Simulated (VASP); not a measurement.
# GaP2 (Pa-3) in VASP: relaxation of cell and atoms with PBE

Aim: the relaxation of cell and atoms of GaP2 with PBE.

Program: VASP 6.6.1. These are calculated values, not measurements. Logs are shortened: lines on timing, memory, paths and dates and some standing lists are left out, and cuts for length are marked.

### 1 The cell of the first run

Symmetry: Pa-3, No. 205, cubic system. The conventional cell has a = 6.020 Å, b = 6.020 Å, c = 6.020 Å, α = 90.00°, β = 90.00°, γ = 90.00°. Within 3.4 Å of Ga (site symmetry -3) lie 6 P at 2.55 Å. Within 2.8 Å of P (site symmetry 3) lie 1 P at 2.13 Å and 3 Ga at 2.55 Å.

### 2 Relaxation of cell and atoms, PBE

INCAR reads:

```
SYSTEM = GaP2
PREC = Accurate
ENCUT = 600
EDIFF = 1E-6
ISMEAR = 0
SIGMA = 0.1
LREAL = .FALSE.
LASPH = .TRUE.
NELM = 80
ALGO = Normal
ISIF = 3
LWAVE = .FALSE.
LCHARG = .FALSE.
GGA = PE
IBRION = 2
NSW = 100
EDIFFG = -0.01
```

KPOINTS reads:

```
Automatic mesh
0
G
  6 6 6
  0 0 0
```

POSCAR reads:

```
GaP2
1.0
    6.0195371748      0.0000000000      0.0000000000
    0.0000000000      6.0195371748      0.0000000000
    0.0000000000      0.0000000000      6.0195371748
Ga P
4 8
Direct
    0.0000000000      0.0000000000      0.0000000000
    0.5000000000      0.0000000000      0.5000000000
    0.0000000000      0.5000000000      0.5000000000
    0.5000000000      0.5000000000      0.0000000000
    0.1023050876      0.6023050876      0.8976949124
    0.8976949124      0.3976949124      0.1023050876
    0.8976949124      0.1023050876      0.6023050876
    0.1023050876      0.8976949124      0.3976949124
    0.6023050876      0.8976949124      0.1023050876
    0.3976949124      0.1023050876      0.8976949124
    0.6023050876      0.6023050876      0.6023050876
    0.3976949124      0.3976949124      0.3976949124
```

Potentials or basis: VASP PAW PBE potentials, release 64 (Ga_d, P).

Command:

```bash
> cat potpaw_PBE.64/Ga_d/POTCAR potpaw_PBE.64/P/POTCAR > POTCAR
> mpirun -np 1 vasp_std > vasp.out
```

OUTCAR:

```text
SYSTEM = GaP2
   PREC = Accurate
   ENCUT = 600
   EDIFF = 1E-6
   ISMEAR = 0
   LREAL = .FALSE.
   LASPH = .TRUE.
   NELM = 80
   ISIF = 3
   GGA = PE
   IBRION = 2
   NSW = 100
   EDIFFG = -0.01

 ion  position               nearest neighbor table
   1  0.000  0.000  0.000-   5 2.55   6 2.55   7 2.55   8 2.55   9 2.55  10 2.55
   2  0.500  0.000  0.500-   7 2.55   8 2.55   9 2.55  10 2.55  11 2.55  12 2.55
   3  0.000  0.500  0.500-   5 2.55   6 2.55   7 2.55   8 2.55  11 2.55  12 2.55
   4  0.500  0.500  0.000-   5 2.55   6 2.55   9 2.55  10 2.55  11 2.55  12 2.55
   5  0.102  0.602  0.898-   6 2.13   3 2.55   4 2.55   1 2.55
   6  0.898  0.398  0.102-   5 2.13   3 2.55   4 2.55   1 2.55
   7  0.898  0.102  0.602-   8 2.13   2 2.55   3 2.55   1 2.55
   8  0.102  0.898  0.398-   7 2.13   2 2.55   3 2.55   1 2.55
   9  0.602  0.898  0.102-  10 2.13   2 2.55   4 2.55   1 2.55
  10  0.398  0.102  0.898-   9 2.13   2 2.55   4 2.55   1 2.55
  11  0.602  0.602  0.602-  12 2.13   3 2.55   4 2.55   2 2.55
  12  0.398  0.398  0.398-  11 2.13   3 2.55   4 2.55   2 2.55

  LATTYP: Found a simple cubic cell.
 ALAT       =     6.0195371748

  Lattice vectors:

 A1 = (   6.0195371748,   0.0000000000,   0.0000000000)
 A2 = (   0.0000000000,   6.0195371748,   0.0000000000)
 A3 = (   0.0000000000,   0.0000000000,   6.0195371748)

Analysis of symmetry for initial positions (statically):
=====================================================================
 Subroutine PRICEL returns:
 Original cell was already a primitive cell.

 Routine SETGRP: Setting up the symmetry group for a
 simple cubic supercell.

 Subroutine GETGRP returns: Found 24 space group operations
 (whereof  6 operations were pure point group operations)
 out of a pool of 48 trial point group operations.

The static configuration has the point symmetry S_6 .
 The point group associated with its full space group is T_h .

Analysis of symmetry for dynamics (positions and initial velocities):
=====================================================================
 Subroutine PRICEL returns:
 Original cell was already a primitive cell.

 Routine SETGRP: Setting up the symmetry group for a
 simple cubic supercell.

 Subroutine GETGRP returns: Found 24 space group operations
 (whereof  6 operations were pure point group operations)
 out of a pool of 48 trial point group operations.

The dynamic configuration has the point symmetry S_6 .
 The point group associated with its full space group is T_h .

 Subroutine INISYM returns: Found 24 space group operations
 (whereof  6 operations are pure point group operations),
 and found     1 'primitive' translations

----------------------------------------------------------------------------------------

                                     Primitive cell

  volume of cell :     218.1169

  direct lattice vectors                    reciprocal lattice vectors
     6.019537175  0.000000000  0.000000000     0.166125729  0.000000000  0.000000000
     0.000000000  6.019537175  0.000000000     0.000000000  0.166125729  0.000000000
     0.000000000  0.000000000  6.019537175     0.000000000  0.000000000  0.166125729

  length of vectors
     6.019537175  6.019537175  6.019537175     0.166125729  0.166125729  0.166125729

  position of ions in fractional coordinates (direct lattice)
     0.000000000  0.000000000  0.000000000
     0.500000000  0.000000000  0.500000000
     0.000000000  0.500000000  0.500000000
     0.500000000  0.500000000  0.000000000
     0.102305088  0.602305088  0.897694912
     0.897694912  0.397694912  0.102305088
     0.897694912  0.102305088  0.602305088
     0.102305088  0.897694912  0.397694912
     0.602305088  0.897694912  0.102305088
     0.397694912  0.102305088  0.897694912
     0.602305088  0.602305088  0.602305088
     0.397694912  0.397694912  0.397694912

  ion indices of the primitive-cell ions
   primitive index   ion index
                 1           1
                 2           2
                 3           3
                 4           4
                 5           5
                 6           6
                 7           7
                 8           8
                 9           9
                10          10
                11          11
                12          12

----------------------------------------------------------------------------------------

 KPOINTS: Automatic mesh

Automatic generation of k-mesh.
 Grid dimensions read from file:
 generate k-points for:    6    6    6

 Generating k-lattice:

  Cartesian coordinates                     Fractional coordinates (reciprocal lattice)
     0.027687621  0.000000000  0.000000000     0.166666667  0.000000000  0.000000000
     0.000000000  0.027687621  0.000000000     0.000000000  0.166666667  0.000000000
     0.000000000  0.000000000  0.027687621     0.000000000  0.000000000  0.166666667

  Length of vectors
     0.027687621  0.027687621  0.027687621

  Shift w.r.t. Gamma in fractional coordinates (k-lattice)
     0.000000000  0.000000000  0.000000000

 Subroutine IBZKPT returns following result:
 ===========================================

 Found     24 irreducible k-points:

 Following reciprocal coordinates:
            Coordinates               Weight
  0.000000  0.000000  0.000000      1.000000
  0.166667  0.000000  0.000000      6.000000
  0.333333  0.000000  0.000000      6.000000
  0.500000  0.000000  0.000000      3.000000
  0.166667  0.166667  0.000000     12.000000
  0.333333  0.166667  0.000000     12.000000
[... 16 lines left out ...]
  0.500000  0.500000  0.333333      6.000000
  0.500000  0.500000  0.500000      1.000000
   k-points           NKPTS =     24   k-points in BZ     NKDIM =     24   number of bands    NBANDS=     55
   number of dos      NEDOS =    301   number of ions     NIONS =     12
   total plane-waves  NPLWV = 110592
   dimension x,y,z NGX =    48 NGY =   48 NGZ =   48
   dimension x,y,z NGXF=    96 NGYF=   96 NGZF=   96
   ions per type =               4   8
   NGX,Y,Z   is equivalent  to a cutoff of  13.26, 13.26, 13.26 a.u.
   NGXF,Y,Z  is equivalent  to a cutoff of  26.51, 26.51, 26.51 a.u.
 SYSTEM =  GaP2
   PREC   = accura    normal or accurate (medium, high low for compatibility)
   ISTART =      0    job   : 0-new  1-cont  2-samecut
   ICHARG =      2    charge: 1-file 2-atom 10-const
   ISPIN  =      1    spin polarized calculation?
   LNONCOLLINEAR =      F non collinear calculations
   LSORBIT =      F    spin-orbit coupling
   LASPH  =      T    aspherical Exc in radial PAW
   ENCUT  =  600.0 eV  44.10 Ry    6.64 a.u.  12.02 12.02 12.02*2*pi/ulx,y,z
   NELM   =     80;   NELMIN=  2; NELMDL= -5     # of ELM steps
   EDIFF  = 0.1E-05   stopping-criterion for ELM
   LREAL  =      F    real-space projection
   EDIFFG = -.1E-01   stopping-criterion for IOM
   NSW    =    100    number of steps for IOM
   IBRION =      2    ionic relax: 0-MD 1-quasi-New 2-CG
   NFREE  =      1    steps in history (QN), initial steepest desc. (CG)
   ISIF   =      3    stress and relaxation
   ISYM   =      2    0-nonsym 1-usesym 2-fastsym
   POTIM  = 0.5000    time-step for ionic-motion
   TEBEG  =    0.0;   TEEND  =   0.0 temperature during run
   PSTRESS=    0.0 pullay stress
   NELECT =      92.0000    total number of electrons
   NUPDOWN=      -1.0000    fix difference up-down
   EMIN   =  10.00;   EMAX   =-10.00  energy-range for DOS
   EFERMI =   0.00;   METHOD = LEGACY
   ISMEAR =     0;   SIGMA  =   0.10  broadening in eV -4-tet -1-fermi 0-gaus
   EFERMI_NEDOS =   21; number of points for ismear=-14 and -15
   IALGO  =     38    algorithm
   IMIX   =      4    mixing-type and parameters
     AMIX     =   0.40;   BMIX     =  1.00
     AMIX_MAG =   1.60;   BMIX_MAG =  1.00
  volume/ion in A,a.u.               =      18.18       122.66
  Fermi-wavevector in a.u.,A,eV,Ry     =   1.227744  2.320099 20.508800  1.507354
  Thomas-Fermi vector in A             =   2.362695
   LORBIT       =      0    0 simple, 1 ext, 2 COOP (PROOUT), +10 PAW based schemes
   GGA     = PE    functional components
   LHFCALC =     F    Hartree Fock is set to
   AEXX    =    0.0000 exact exchange contribution
   IVDW    =     0    specifies the selected vdW correction
   LEPSILON=     F    determine dielectric tensor
   LRPA    =     F    only Hartree local field effects (RPA)
 conjugate gradient relaxation of ions
 non-spin polarized calculation
 Gauss-broadening in eV      SIGMA  =   0.10
  energy-cutoff  :      600.00
  volume of cell :      218.12
 maximum number of plane-waves:      7316
   NGX = 25   NGY = 25   NGZ = 25

--------------------------------------- Ionic step        1  -------------------------------------------

 number of electron      92.0000039 magnetization

 Free energy of the ion-electron system (eV)
  ---------------------------------------------------
  ext. energy  EPLUGINS =         0.00000000
  ---------------------------------------------------
  free energy    TOTEN  =       -54.90664594 eV

  energy without entropy =      -54.87240421  energy(sigma->0) =      -54.88952507

------------------------ aborting loop because EDIFF is reached ----------------------------------------

  FORCE on cell =-STRESS in cart. coord.  units (eV):
  Direction    XX          YY          ZZ          XY          YZ          ZX
  --------------------------------------------------------------------------------------
  -------------------------------------------------------------------------------------
  Total       -0.5068057     -0.5068057     -0.5068057     -0.0000000      0.0000000      0.0000000
  in kB       -3.7227404     -3.7227404     -3.7227404     -0.0000000      0.0000000      0.0000000
  external PRESSURE =      -3.7227404 kB  Pullay stress =       0.0000000 kB
[... 123 lines left out ...]
  energy  without entropy=      -54.8867771513  energy(sigma->0) =      -54.90382811

--------------------------------------- Ionic step        4  -------------------------------------------

 number of electron      92.0000051 magnetization

 Free energy of the ion-electron system (eV)
  ---------------------------------------------------
  ext. energy  EPLUGINS =         0.00000000
  ---------------------------------------------------
  free energy    TOTEN  =       -54.92291766 eV

  energy without entropy =      -54.88865502  energy(sigma->0) =      -54.90578634

 E-fermi :   5.8487     XC(G=0): -10.4506

 val. band max:        5.8288486947   @ k =   0.3333   0.3333   0.0000
 cond. band min:       5.8613504782   @ k =   0.3333   0.1667   0.0000
 fundamental gap:      0.0325017835
 Fermi energy:         5.8487456287

 k-point     1 :       0.0000    0.0000    0.0000
  band No.  band energies     occupation
      1      -8.8200      2.00000
      2      -8.8200      2.00000
      3      -8.8200      2.00000
      4      -8.6875      2.00000
      5      -8.6875      2.00000
      6      -8.6848      2.00000
[... 1420 lines left out ...]
  FREE ENERGIE OF THE ION-ELECTRON SYSTEM (eV)
  ---------------------------------------------------
  free  energy   TOTEN  =       -54.9229176598 eV

  energy  without entropy=      -54.8886550219  energy(sigma->0) =      -54.90578634

 reached required accuracy - stopping structural energy minimisation
```

Run time: 25 min. Hardware: 1 thread of Intel Xeon 8259CL, shared host; peak memory 0.5 GiB.

What came out:

* Free energy: -54.9229 eV
* Relaxed volume: 18.20 Å³/atom
* Relaxed cell: a = 6.022 Å, b = 6.022 Å, c = 6.022 Å, α = 90.00°, β = 90.00°, γ = 90.00°
* Space group after relaxing (to 0.1 Å): Pa-3 (No. 205)
* Energy gained by relaxing: 1.4 meV/atom
* Ionic steps: 4
* Pressure after relaxing: 0.1 GPa
* Largest force after relaxing: 0.004 eV/Å
* Band gap on the k mesh: zero (bands 46 and 47 overlap by 1.87 eV)

Forces in eV/Å, atoms in the order of the input:
```
Ga   0.000  0.000  0.000
Ga   0.000  0.000  0.000
Ga   0.000  0.000  0.000
Ga   0.000  0.000  0.000
P   -0.002 -0.002  0.002
P    0.002  0.002 -0.002
P    0.002 -0.002 -0.002
P   -0.002  0.002  0.002
P   -0.002  0.002 -0.002
P    0.002 -0.002  0.002
P   -0.002 -0.002 -0.002
P    0.002  0.002  0.002
```

Step by step:
```
step  energy change (eV)  largest force (eV/Å)  pressure (GPa)  volume (Å³)
   1              0.0000                0.3081           -0.37       218.12
   2             -0.0114                0.1048            0.78       216.79
   3             -0.0142                0.0284            0.39       217.19
   4             -0.0163                0.0040            0.08       218.38
```

Final structure:
```
Ga P
1.0
     6.02196    0.00000    0.00000
     0.00000    6.02196    0.00000
     0.00000    0.00000    6.02196
Ga P
4 8
Direct
  0.00000 0.00000 0.00000
  0.50000 0.00000 0.50000
  0.00000 0.50000 0.50000
  0.50000 0.50000 0.00000
  0.10107 0.60107 0.89893
  0.89893 0.39893 0.10107
  0.89893 0.10107 0.60107
  0.10107 0.89893 0.39893
  0.60107 0.89893 0.10107
  0.39893 0.10107 0.89893
  0.60107 0.60107 0.60107
  0.39893 0.39893 0.39893
```

Levels at points of the mesh, in eV from the Fermi level:
| k point | band 43 | band 44 | band 45 | band 46 | band 47 | band 48 | band 49 | band 50 |
| --- | --- | --- | --- | --- | --- | --- | --- | --- |
| (0.00, 0.00, 0.00) | -2.17 | 0.47 | 0.47 | 0.47 | 1.53 | 1.53 | 2.41 | 3.04 |
| (0.50, 0.00, 0.00) | -1.12 | -1.12 | -0.83 | -0.83 | 1.39 | 1.39 | 2.80 | 2.80 |
| (0.50, 0.50, 0.00) | -0.93 | -0.93 | -0.48 | -0.48 | -0.48 | -0.48 | 2.26 | 2.26 |
| (0.50, 0.50, 0.50) | -1.52 | -1.52 | -1.34 | -1.34 | -1.34 | -1.34 | 1.02 | 1.02 |

The gap in the log of VASP goes by the Fermi energy; the results here count the filled bands.